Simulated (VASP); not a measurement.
# HfC (Fm-3m) in VASP: single point with PBE

Aim: the single point of HfC with PBE.

All numbers are computed with VASP 6.6.1; they aren't measurements. Logs are shortened: lines on timing, memory, paths and dates and some standing lists are left out, and cuts for length are marked.

### Step 1. The cell of the first run

Symmetry: Fm-3m, No. 225, cubic system. The conventional cell has a = 4.650 Å, b = 4.650 Å, c = 4.650 Å, α = 90.00°, β = 90.00°, γ = 90.00°. Hf (site symmetry m-3m) has 6 C at 2.33 Å within 3.1 Å. C (site symmetry m-3m) has 6 Hf at 2.33 Å within 3.1 Å.

### Step 2. Single point, PBE, non-collinear spin, zero start, spin-orbit coupling

INCAR reads:

```
  PREC = Accurate
  ENCUT = 520
  EDIFF = 1E-6
  ISMEAR = -1
  SIGMA = 0.05
  LREAL = False
  LASPH = True
  NELM = 150
  ALGO = Normal
  ISIF = 2
  LWAVE = False
  LCHARG = True
  MAGMOM = 0 0 0 0 0 0
  LORBIT = 11
  LSORBIT = True
  GGA_COMPAT = False
  LORBMOM = True
  LMAXMIX = 4
  GGA = PE
  LVHAR = True
  NBANDS = 26
```

KPOINTS reads:

```
Automatic mesh
0
Gamma
  15 15 15
```

POSCAR reads:

```
HfC
1.0
    0.0000000000      2.3250000000      2.3250000000
    2.3250000000      0.0000000000      2.3250000000
    2.3250000000      2.3250000000      0.0000000000
Hf C
1 1
Direct
    0.5000000000      0.5000000000      0.5000000000
    0.0000000000      0.0000000000      0.0000000000
```

Potentials or basis: VASP PAW PBE potentials, release 64 (Hf_pv, C).

Started as:

```bash
> cat potpaw_PBE.64/Hf_pv/POTCAR potpaw_PBE.64/C/POTCAR > POTCAR
> mpirun -np 1 vasp_ncl > vasp.out
```

OUTCAR:

```text
PREC = Accurate
   ENCUT = 520
   EDIFF = 1E-6
   ISMEAR = -1
   LREAL = False
   LASPH = True
   NELM = 150
   ISIF = 2
   LORBIT = 11
   LSORBIT = True
   GGA = PE

 ion  position               nearest neighbor table
   1  0.500  0.500  0.500-   2 2.33   2 2.33   2 2.33   2 2.33   2 2.33   2 2.33
   2  0.000  0.000  0.000-   1 2.33   1 2.33   1 2.33   1 2.33   1 2.33   1 2.33

  LATTYP: Found a face centered cubic cell.
 ALAT       =     4.6500000000

  Lattice vectors:

 A1 = (   0.0000000000,   2.3250000000,   2.3250000000)
 A2 = (   2.3250000000,   0.0000000000,   2.3250000000)
 A3 = (   2.3250000000,   2.3250000000,   0.0000000000)

Analysis of symmetry for initial positions (statically):
=====================================================================
 Subroutine PRICEL returns:
 Original cell was already a primitive cell.

 Routine SETGRP: Setting up the symmetry group for a
 face centered cubic supercell.

 Subroutine GETGRP returns: Found 48 space group operations
 (whereof 48 operations were pure point group operations)
 out of a pool of 48 trial point group operations.

The static configuration has the point symmetry O_h .

Analysis of symmetry for dynamics (positions and initial velocities):
=====================================================================
 Subroutine PRICEL returns:
 Original cell was already a primitive cell.

 Routine SETGRP: Setting up the symmetry group for a
 face centered cubic supercell.

 Subroutine GETGRP returns: Found 48 space group operations
 (whereof 48 operations were pure point group operations)
 out of a pool of 48 trial point group operations.

The dynamic configuration has the point symmetry O_h .

Analysis of structural, dynamic, and magnetic symmetry:
=====================================================================
 Subroutine PRICEL returns:
 Original cell was already a primitive cell.

 Routine SETGRP: Setting up the symmetry group for a
 face centered cubic supercell.

 Subroutine GETGRP returns: Found 48 space group operations
 (whereof 48 operations were pure point group operations)
 out of a pool of 48 trial point group operations.

The overall configuration has the point symmetry O_h .

 Subroutine INISYM returns: Found 48 space group operations
 (whereof 48 operations are pure point group operations),
 and found     1 'primitive' translations

[... 872 lines left out ...]
 -----------------------------------------------------------------------------------
    total drift:                               -0.000000     -0.000000     -0.000000

  FREE ENERGIE OF THE ION-ELECTRON SYSTEM (eV)
  ---------------------------------------------------
  free  energy   TOTEN  =       -21.7011472912 eV

  energy  without entropy=      -21.6984530283  energy(sigma->0) =      -21.69980016

 orbital moment (x)

 # of ion     p       d       tot
 ----------------------------------------
  1         0.000   0.000   0.000
  2         0.000   0.000   0.000
 ----------------------------------------
            0.000   0.000   0.000

 orbital moment (y)

 # of ion     p       d       tot
 ----------------------------------------
  1         0.000  -0.000  -0.000
  2         0.000   0.000   0.000
 ----------------------------------------
            0.000  -0.000  -0.000

 orbital moment (z)

 # of ion     p       d       tot
 ----------------------------------------
  1         0.000   0.000   0.000
  2         0.000   0.000   0.000
 ----------------------------------------
            0.000   0.000   0.000

 Spin-Orbit-Coupling matrix elements

 Ion:    1  E_soc:     -1.2972335
 l=   1
     0.0000000    -0.2095876    -0.2095876
    -0.2095876     0.0000000    -0.2095876
    -0.2095876    -0.2095876     0.0000000
 l=   2
     0.0000000    -0.0012797     0.0000000    -0.0012797    -0.0053383
    -0.0012797     0.0000000    -0.0040037    -0.0012797    -0.0013346
     0.0000000    -0.0040037     0.0000000    -0.0040037     0.0000000
    -0.0012797    -0.0012797    -0.0040037     0.0000000    -0.0013346
    -0.0053383    -0.0013346     0.0000000    -0.0013346     0.0000000
 l=   3
     0.0000000     0.0000000     0.0000000     0.0000000     0.0000000     0.0000000     0.0000000
     0.0000000     0.0000000     0.0000000     0.0000000     0.0000000     0.0000000     0.0000000
     0.0000000     0.0000000     0.0000000     0.0000000     0.0000000     0.0000000     0.0000000
     0.0000000     0.0000000     0.0000000     0.0000000     0.0000000     0.0000000     0.0000000
     0.0000000     0.0000000     0.0000000     0.0000000     0.0000000     0.0000000     0.0000000
     0.0000000     0.0000000     0.0000000     0.0000000     0.0000000     0.0000000     0.0000000
     0.0000000     0.0000000     0.0000000     0.0000000     0.0000000     0.0000000     0.0000000

 Ion:    2  E_soc:     -0.0003094
 l=   1
     0.0000000    -0.0000516    -0.0000516
    -0.0000516     0.0000000    -0.0000516
    -0.0000516    -0.0000516     0.0000000
 l=   2
     0.0000000     0.0000000     0.0000000     0.0000000     0.0000000
     0.0000000     0.0000000     0.0000000     0.0000000     0.0000000
     0.0000000     0.0000000     0.0000000     0.0000000     0.0000000
     0.0000000     0.0000000     0.0000000     0.0000000     0.0000000
     0.0000000     0.0000000     0.0000000     0.0000000     0.0000000
 l=   3
     0.0000000     0.0000000     0.0000000     0.0000000     0.0000000     0.0000000     0.0000000
     0.0000000     0.0000000     0.0000000     0.0000000     0.0000000     0.0000000     0.0000000
     0.0000000     0.0000000     0.0000000     0.0000000     0.0000000     0.0000000     0.0000000
     0.0000000     0.0000000     0.0000000     0.0000000     0.0000000     0.0000000     0.0000000
     0.0000000     0.0000000     0.0000000     0.0000000     0.0000000     0.0000000     0.0000000
     0.0000000     0.0000000     0.0000000     0.0000000     0.0000000     0.0000000     0.0000000
     0.0000000     0.0000000     0.0000000     0.0000000     0.0000000     0.0000000     0.0000000

 total charge

# of ion       s       p       d       tot
------------------------------------------
    1        0.311   6.669   1.670   8.649
    2        0.874   1.511   0.000   2.385
--------------------------------------------------
tot          1.185   8.180   1.670  11.034

 magnetization (x)

# of ion       s       p       d       tot
------------------------------------------
    1        0.000   0.000   0.000   0.000
    2        0.000   0.000   0.000   0.000
--------------------------------------------------
tot          0.000   0.000   0.000   0.000

 magnetization (y)

# of ion       s       p       d       tot
------------------------------------------
    1        0.000   0.000  -0.000  -0.000
    2        0.000  -0.000   0.000  -0.000
--------------------------------------------------
tot          0.000  -0.000  -0.000  -0.000

 magnetization (z)

# of ion       s       p       d       tot
------------------------------------------
    1        0.000  -0.000  -0.000  -0.000
    2        0.000   0.000   0.000   0.000
--------------------------------------------------
tot          0.000   0.000  -0.000   0.000
```

stdout:

```text
POSCAR found type information on POSCAR HfC
 POSCAR found :  2 types and       2 ions
 scaLAPACK will be used
 LDA part: xc-table for (Slater+PW92), standard interpolation
 POSCAR, INCAR and KPOINTS ok, starting setup
 FFT: planning ... GRIDC
 FFT: planning ... GRID_SOFT
 FFT: planning ... GRID
 WAVECAR not read
 entering main loop
```

Wall time 50 s (1 thread of Intel Xeon 6975P-C (Granite Rapids), shared host); peak memory 0.27 GiB.

Results:

| Item | Value |
| --- | --- |
| Free energy | -21.7011 eV |
| Pressure | -0.6 GPa |
| Net moment | 0.00 μB per cell |
| Valence electrons inside the program's atomic spheres | Hf 8.65; C 2.38 |

Moments on the atoms (μB; x, y, z):
```
Hf  0.00 0.00 0.00
C   0.00 0.00 0.00
```
